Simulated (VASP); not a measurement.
# KI (Cmcm) in VASP: single point with PBEsol

Aim: the single point of KI with PBEsol.

Everything below comes from runs of VASP 6.6.1. Logs are shortened: lines on timing, memory, paths and dates and some standing lists are left out, and cuts for length are marked.

## Step 1: The cell of the first run

Symmetry: Cmcm, No. 63, orthorhombic system. The conventional cell has a = 5.025 Å, b = 8.510 Å, c = 8.677 Å, α = 90.00°, β = 90.00°, γ = 90.00°. Within 4.7 Å of K (site symmetry 2/m) lie 6 I at 3.59 to 3.62 Å and 2 K at 4.34 Å. Within 4.7 Å of I (site symmetry m2m) lie 6 K at 3.59 to 3.62 Å.

## Step 2: Single point, PBEsol

File INCAR:

```
ALGO = Normal
EDIFF = 1E-6
ENCUT = 520
GGA = PS
ISIF = 2
ISMEAR = 0
LASPH = T
LCHARG = F
LREAL = F
LWAVE = F
NBANDS = 24
NELM = 80
PREC = Accurate
SIGMA = 0.01
```

File KPOINTS:

```
k-points
0
Gamma
  4 4 2
```

File POSCAR:

```
KI
1.0
    2.5126600000     -4.2552270000      0.0000000000
    2.5126600000      4.2552270000      0.0000000000
    0.0000000000      0.0000000000      8.6765890000
K I
2 2
Direct
    0.5000000000      0.5000000000      0.5000000000
    0.5000000000      0.5000000000      0.0000000000
    0.8402300000      0.1597700000      0.2500000000
    0.1597700000      0.8402300000      0.7500000000
```

Potentials or basis: VASP PAW PBE potentials, release 64 (K_sv, I).

Launch:

```bash
$ cat potpaw_PBE.64/K_sv/POTCAR potpaw_PBE.64/I/POTCAR > POTCAR
$ mpirun -np 1 vasp_std > vasp.out
```

OUTCAR:

```text
EDIFF = 1E-6
   ENCUT = 520
   GGA = PS
   ISIF = 2
   ISMEAR = 0
   LASPH = T
   LREAL = F
   NELM = 80
   PREC = Accurate

 ion  position               nearest neighbor table
   1  0.500  0.500  0.500-   4 3.59   3 3.59   4 3.59   3 3.59   3 3.62   4 3.62
   2  0.500  0.500  0.000-   4 3.59   3 3.59   4 3.59   3 3.59   3 3.62   4 3.62
   3  0.840  0.160  0.250-   1 3.59   2 3.59   1 3.59   2 3.59   1 3.62   2 3.62
   4  0.160  0.840  0.750-   1 3.59   2 3.59   1 3.59   2 3.59   1 3.62   2 3.62

  LATTYP: Found a base centered orthorhombic cell.
 ALAT       =     5.0253200000
 B/A-ratio  =     1.6935148408
 C/A-ratio  =     1.7265744271

  Lattice vectors:

 A1 = (   2.5126600000,  -4.2552270000,   0.0000000000)
 A2 = (   2.5126600000,   4.2552270000,   0.0000000000)
 A3 = (   0.0000000000,   0.0000000000,   8.6765890000)

Analysis of symmetry for initial positions (statically):
=====================================================================
 Subroutine PRICEL returns:
 Original cell was already a primitive cell.

 Routine SETGRP: Setting up the symmetry group for a
 base centered orthorhombic supercell.

 Subroutine GETGRP returns: Found  8 space group operations
 (whereof  4 operations were pure point group operations)
 out of a pool of  8 trial point group operations.

The static configuration has the point symmetry C_2h.
 The point group associated with its full space group is D_2h.

Analysis of symmetry for dynamics (positions and initial velocities):
=====================================================================
 Subroutine PRICEL returns:
 Original cell was already a primitive cell.

 Routine SETGRP: Setting up the symmetry group for a
 base centered orthorhombic supercell.

 Subroutine GETGRP returns: Found  8 space group operations
 (whereof  4 operations were pure point group operations)
 out of a pool of  8 trial point group operations.

The dynamic configuration has the point symmetry C_2h.
 The point group associated with its full space group is D_2h.

 Subroutine INISYM returns: Found  8 space group operations
 (whereof  4 operations are pure point group operations),
 and found     1 'primitive' translations

[... 79 lines left out ...]
   ISTART =      0    job   : 0-new  1-cont  2-samecut
   ICHARG =      2    charge: 1-file 2-atom 10-const
   ISPIN  =      1    spin polarized calculation?
   LNONCOLLINEAR =      F non collinear calculations
   LSORBIT =      F    spin-orbit coupling
   LASPH  =      T    aspherical Exc in radial PAW
   ENCUT  =  520.0 eV  38.22 Ry    6.18 a.u.   9.19  9.19 16.13*2*pi/ulx,y,z
   NELM   =     80;   NELMIN=  2; NELMDL= -5     # of ELM steps
   EDIFF  = 0.1E-05   stopping-criterion for ELM
   LREAL  =      F    real-space projection
   EDIFFG = 0.1E-04   stopping-criterion for IOM
   NSW    =      0    number of steps for IOM
   IBRION =     -1    ionic relax: 0-MD 1-quasi-New 2-CG
   NFREE  =      0    steps in history (QN), initial steepest desc. (CG)
   ISIF   =      2    stress and relaxation
   ISYM   =      2    0-nonsym 1-usesym 2-fastsym
   POTIM  = 0.5000    time-step for ionic-motion
   TEBEG  =    0.0;   TEEND  =   0.0 temperature during run
   PSTRESS=    0.0 pullay stress
   NELECT =      32.0000    total number of electrons
   NUPDOWN=      -1.0000    fix difference up-down
   EMIN   =  10.00;   EMAX   =-10.00  energy-range for DOS
   EFERMI =   0.00;   METHOD = LEGACY
   ISMEAR =     0;   SIGMA  =   0.01  broadening in eV -4-tet -1-fermi 0-gaus
   EFERMI_NEDOS =   21; number of points for ismear=-14 and -15
   IALGO  =     38    algorithm
   IMIX   =      4    mixing-type and parameters
     AMIX     =   0.40;   BMIX     =  1.00
     AMIX_MAG =   1.60;   BMIX_MAG =  1.00
  volume/ion in A,a.u.               =      46.38       313.02
  Fermi-wavevector in a.u.,A,eV,Ry     =   0.911268  1.722048 11.298416  0.830410
  Thomas-Fermi vector in A             =   2.035528
   LORBIT       =      0    0 simple, 1 ext, 2 COOP (PROOUT), +10 PAW based schemes
   GGA     = PS    functional components
   LHFCALC =     F    Hartree Fock is set to
   AEXX    =    0.0000 exact exchange contribution
   IVDW    =     0    specifies the selected vdW correction
   LEPSILON=     F    determine dielectric tensor
   LRPA    =     F    only Hartree local field effects (RPA)
 non-spin polarized calculation
 Gauss-broadening in eV      SIGMA  =   0.01
  energy-cutoff  :      520.00
  volume of cell :      185.54
 maximum number of plane-waves:      5034
 NGX is ok and might be reduce to    40
   NGX = 19   NGY = 19   NGZ = 33

 number of electron      31.9999999 magnetization

 Free energy of the ion-electron system (eV)
  ---------------------------------------------------
  ext. energy  EPLUGINS =         0.00000000
  ---------------------------------------------------
  free energy    TOTEN  =       -11.52419366 eV

  energy without entropy =      -11.52419366  energy(sigma->0) =      -11.52419366

 E-fermi :  -0.5187     XC(G=0):  -7.1303

 val. band max:       -0.6562847104   @ k =   0.0000   0.0000   0.0000
 cond. band min:       2.9535159592   @ k =   0.0000   0.0000   0.0000
 fundamental gap:      3.6098006695
 Fermi energy:        -0.5186877213

 k-point     1 :       0.0000    0.0000    0.0000
  band No.  band energies     occupation
      1     -29.2325      2.00000
      2     -29.2282      2.00000
      3     -12.9292      2.00000
      4     -12.7803      2.00000
      5     -12.7775      2.00000
      6     -12.7695      2.00000
[... 367 lines left out ...]
     23       7.3160      0.00000
     24       7.3160      0.00000

------------------------ aborting loop because EDIFF is reached ----------------------------------------

  FORCE on cell =-STRESS in cart. coord.  units (eV):
  Direction    XX          YY          ZZ          XY          YZ          ZX
  --------------------------------------------------------------------------------------
  -------------------------------------------------------------------------------------
  Total       -0.8613241     -0.7813665     -0.8299318      0.0000000     -0.0000000      0.0000000
  in kB       -7.4377521     -6.7472984     -7.1666720      0.0000000     -0.0000000      0.0000000
  external PRESSURE =      -7.1172408 kB  Pullay stress =       0.0000000 kB

 VOLUME and BASIS-vectors are now :
 -----------------------------------------------------------------------------
  energy-cutoff  :      520.00
  volume of cell :      185.54
      direct lattice vectors                 reciprocal lattice vectors
     2.512660000 -4.255227000  0.000000000     0.198992303 -0.117502545  0.000000000
     2.512660000  4.255227000  0.000000000     0.198992303  0.117502545  0.000000000
     0.000000000  0.000000000  8.676589000     0.000000000  0.000000000  0.115252664

 POSITION                                       TOTAL-FORCE (eV/Angst)
 -----------------------------------------------------------------------------------
      2.51266      0.00000      4.33829        -0.000000      0.000000     -0.000000
      2.51266      0.00000      0.00000         0.000000     -0.000000     -0.000000
      2.51266     -2.89551      2.16915         0.000000      0.029804      0.000000
      2.51266      2.89551      6.50744         0.000000     -0.029804      0.000000
 -----------------------------------------------------------------------------------
    total drift:                               -0.000000      0.000000     -0.000000

  FREE ENERGIE OF THE ION-ELECTRON SYSTEM (eV)
  ---------------------------------------------------
  free  energy   TOTEN  =       -11.5241936592 eV

  energy  without entropy=      -11.5241936592  energy(sigma->0) =      -11.52419366
```

OSZICAR:

```text
N       E                     dE             d eps       ncg     rms          rms(c)
DAV:   1     0.209817475586E+03    0.20982E+03   -0.13105E+04   672   0.110E+03
DAV:   2     0.713581884704E+01   -0.20268E+03   -0.19321E+03   808   0.276E+02
DAV:   3    -0.111085972894E+02   -0.18244E+02   -0.18172E+02  1112   0.694E+01
DAV:   4    -0.116959050534E+02   -0.58731E+00   -0.58608E+00   984   0.128E+01
DAV:   5    -0.117200610932E+02   -0.24156E-01   -0.24155E-01  1016   0.172E+00    0.377E+00
DAV:   6    -0.115320847262E+02    0.18798E+00   -0.24090E-01   808   0.249E+00    0.276E+00
DAV:   7    -0.115158477406E+02    0.16237E-01   -0.32751E-01   832   0.236E+00    0.111E+00
DAV:   8    -0.115230069860E+02   -0.71592E-02   -0.50258E-02   936   0.118E+00    0.169E-01
DAV:   9    -0.115233576323E+02   -0.35065E-03   -0.17118E-03   984   0.192E-01    0.100E-01
DAV:  10    -0.115240469319E+02   -0.68930E-03   -0.69094E-04   872   0.125E-01    0.492E-02
DAV:  11    -0.115241818513E+02   -0.13492E-03   -0.12930E-04   944   0.551E-02    0.172E-02
DAV:  12    -0.115241875729E+02   -0.57217E-05   -0.17487E-05   864   0.268E-02    0.168E-02
DAV:  13    -0.115241935928E+02   -0.60199E-05   -0.67629E-06   816   0.168E-02    0.615E-03
DAV:  14    -0.115241936592E+02   -0.66374E-07   -0.13871E-06   744   0.566E-03
   1 F= -.11524194E+02 E0= -.11524194E+02  d E =-.105099E-85
```

stdout:

```text
POSCAR found type information on POSCAR K I
 POSCAR found :  2 types and       4 ions
 scaLAPACK will be used
 -----------------------------------------------------------------------------
|                                                                             |
|                                                                             |
|     You enforced a specific xc type in the INCAR file but a different       |
|     I HOPE YOU KNOW WHAT YOU ARE DOING!                                     |
|                                                                             |
 -----------------------------------------------------------------------------

 LDA part: xc-table for (Slater+PW92), standard interpolation
 POSCAR, INCAR and KPOINTS ok, starting setup
 FFT: planning ... GRIDC
 FFT: planning ... GRID_SOFT
 FFT: planning ... GRID
 WAVECAR not read
 entering main loop
```

Wall time 92 s (1 thread of AMD EPYC 7R43 (Zen 3), shared host); peak memory 0.29 GiB.

What came out:

```yaml
Free_energy: -11.5242 eV
Pressure: -0.7 GPa
Largest_force: 0.030 eV/Å
Band_gap_on_the_k_mesh: 3.61 eV, direct
```

Forces in eV/Å, atoms in the order of the input:
```
K    0.000  0.000  0.000
K    0.000  0.000  0.000
I    0.000  0.030  0.000
I    0.000 -0.030  0.000
```

Caveat: the PAW data sets were made with another functional, which shifts forces and pressure a little; spin-orbit coupling is left out, which moves the levels of the heavy elements. A hybrid or GW would open this gap; PBEsol tends to underestimate it.
